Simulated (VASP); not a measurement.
# AlAs (F-43m) in VASP: further runs, part 2 of 2

VASP 6.6.1. Earlier steps stand in the parts before.

### Step 3. Single point, PBEsol (volume scaled by 1.04)

Input file INCAR:

```
PREC = Accurate ; ENCUT = 500
EDIFF = 1E-6 ; ISMEAR = -1
SIGMA = 0.05 ; LREAL = False
LASPH = True ; NELM = 120
ALGO = Normal ; ISIF = 2
LWAVE = False ; LCHARG = False
GGA = PS ; NBANDS = 11
GGA_COMPAT = False
```

Input file KPOINTS:

```
regular mesh
0
Gamma
  10 10 10
```

Input file POSCAR:

```
AlAs
1.0
    0.0000000000      2.8676463766      2.8676463766
    2.8676463766      0.0000000000      2.8676463766
    2.8676463766      2.8676463766      0.0000000000
Al As
1 1
Direct
    0.0000000000      0.0000000000      0.0000000000
    0.7500000000      0.7500000000      0.7500000000
```

Potentials or basis: VASP PAW PBE potentials, release 64 (Al, As).

Command:

```bash
$ cat potpaw_PBE.64/Al/POTCAR potpaw_PBE.64/As/POTCAR > POTCAR
$ mpirun -np 1 vasp_std > vasp.out
```

OUTCAR:

```text
PREC = Accurate
   ENCUT = 500
   EDIFF = 1E-6
   ISMEAR = -1
   LREAL = False
   LASPH = True
   NELM = 120
   ISIF = 2
   GGA = PS

 ion  position               nearest neighbor table
   1  0.000  0.000  0.000-   2 2.48   2 2.48   2 2.48   2 2.48
   2  0.750  0.750  0.750-   1 2.48   1 2.48   1 2.48   1 2.48

  LATTYP: Found a face centered cubic cell.
 ALAT       =     5.7352927532

  Lattice vectors:

 A1 = (   0.0000000000,   2.8676463766,   2.8676463766)
 A2 = (   2.8676463766,   0.0000000000,   2.8676463766)
 A3 = (   2.8676463766,   2.8676463766,   0.0000000000)

Analysis of symmetry for initial positions (statically):
=====================================================================
 Subroutine PRICEL returns:
 Original cell was already a primitive cell.

 Routine SETGRP: Setting up the symmetry group for a
 face centered cubic supercell.

 Subroutine GETGRP returns: Found 24 space group operations
 (whereof 24 operations were pure point group operations)
 out of a pool of 48 trial point group operations.

The static configuration has the point symmetry T_d .

Analysis of symmetry for dynamics (positions and initial velocities):
=====================================================================
 Subroutine PRICEL returns:
 Original cell was already a primitive cell.

 Routine SETGRP: Setting up the symmetry group for a
 face centered cubic supercell.

 Subroutine GETGRP returns: Found 24 space group operations
 (whereof 24 operations were pure point group operations)
 out of a pool of 48 trial point group operations.

The dynamic configuration has the point symmetry T_d .

 Subroutine INISYM returns: Found 24 space group operations
 (whereof 24 operations are pure point group operations),
 and found     1 'primitive' translations

----------------------------------------------------------------------------------------

                                     Primitive cell
[... 116 lines left out ...]
   GGA     = PS    functional components
   LHFCALC =     F    Hartree Fock is set to
   AEXX    =    0.0000 exact exchange contribution
   IVDW    =     0    specifies the selected vdW correction
   LEPSILON=     F    determine dielectric tensor
   LRPA    =     F    only Hartree local field effects (RPA)
 non-spin polarized calculation
  energy-cutoff  :      500.00
  volume of cell :       47.16
 maximum number of plane-waves:      1243
 NGX is ok and might be reduce to    30
   NGX = 15   NGY = 15   NGZ = 15

 number of electron       7.9999999 magnetization

 Free energy of the ion-electron system (eV)
  ---------------------------------------------------
  ext. energy  EPLUGINS =         0.00000000
  ---------------------------------------------------
  free energy    TOTEN  =       -10.05839496 eV

  energy without entropy =      -10.05839495  energy(sigma->0) =      -10.05839496

 E-fermi :   4.1871     XC(G=0):  -9.0459

 val. band max:        3.4743548828   @ k =   0.0000   0.0000   0.0000
 cond. band min:       4.8597099959   @ k =   0.5000   0.5000   0.0000
 fundamental gap:      1.3853551130
 Fermi energy:         4.1871030618

 k-point     1 :       0.0000    0.0000    0.0000
  band No.  band energies     occupation
      1      -8.1973      2.00000
      2       3.4744      2.00000
      3       3.4744      2.00000
      4       3.4744      2.00000
      5       5.1517      0.00000
      6       7.6717      0.00000
      7       7.6717      0.00000
      8       7.6717      0.00000
      9      11.9737      0.00000
     10      12.3876      0.00000
     11      12.3876      0.00000
[... 309 lines left out ...]
 k-point    24 :       0.4000    0.3000    0.0000
  band No.  band energies     occupation
      1      -6.8534      2.00000
      2      -0.9970      2.00000
      3       1.4208      2.00000
      4       1.7292      2.00000
      5       5.5788      0.00000
      6       6.6281      0.00000
      7      10.7732      0.00000
      8      11.2576      0.00000
      9      13.1932      0.00000
     10      14.7625      0.00000
     11      16.0842      0.00000

 [... further k-points ...]

------------------------ aborting loop because EDIFF is reached ----------------------------------------

  FORCE on cell =-STRESS in cart. coord.  units (eV):
  Direction    XX          YY          ZZ          XY          YZ          ZX
  --------------------------------------------------------------------------------------
  -------------------------------------------------------------------------------------
  Total       -0.5636073     -0.5636073     -0.5636073      0.0000000      0.0000000      0.0000000
  in kB      -19.1461043    -19.1461043    -19.1461043      0.0000000      0.0000000      0.0000000
  external PRESSURE =     -19.1461043 kB  Pullay stress =       0.0000000 kB

 VOLUME and BASIS-vectors are now :
 -----------------------------------------------------------------------------
  energy-cutoff  :      500.00
  volume of cell :       47.16
      direct lattice vectors                 reciprocal lattice vectors
     0.000000000  2.867646377  2.867646377    -0.174359016  0.174359016  0.174359016
     2.867646377  0.000000000  2.867646377     0.174359016 -0.174359016  0.174359016
     2.867646377  2.867646377  0.000000000     0.174359016  0.174359016 -0.174359016

 POSITION                                       TOTAL-FORCE (eV/Angst)
 -----------------------------------------------------------------------------------
      0.00000      0.00000      0.00000         0.000000     -0.000000     -0.000000
      4.30147      4.30147      4.30147        -0.000000      0.000000      0.000000
 -----------------------------------------------------------------------------------
    total drift:                               -0.000000     -0.000000     -0.000000

  FREE ENERGIE OF THE ION-ELECTRON SYSTEM (eV)
  ---------------------------------------------------
  free  energy   TOTEN  =       -10.0583949621 eV

  energy  without entropy=      -10.0583949481  energy(sigma->0) =      -10.05839496
```

Wall time 9.8 s (1 thread of Intel Xeon 6975P-C (Granite Rapids), shared host); peak memory 0.17 GiB.

Results:

* Free energy: -10.0584 eV
* Pressure: -1.9 GPa
* Band gap on the k mesh: 1.39 eV, indirect (least direct gap 1.68 eV)

Levels at points of the mesh, in eV from the valence-band top:
| k point | band 1 | band 2 | band 3 | band 4 | band 5 | band 6 | band 7 | band 8 |
| --- | --- | --- | --- | --- | --- | --- | --- | --- |
| (0.00, 0.00, 0.00) | -11.67 | 0.00 | 0.00 | 0.00 | 1.68 | 4.20 | 4.20 | 4.20 |
| (0.50, 0.00, 0.00) | -10.33 | -5.43 | -0.80 | -0.80 | 1.94 | 4.60 | 4.60 | 7.50 |
| (0.50, 0.50, 0.00) | -9.82 | -5.31 | -2.10 | -2.10 | 1.39 | 2.21 | 9.98 | 9.98 |

Caveat: the PAW data sets were made with another functional, which shifts forces and pressure a little. A k mesh can miss the band edges.
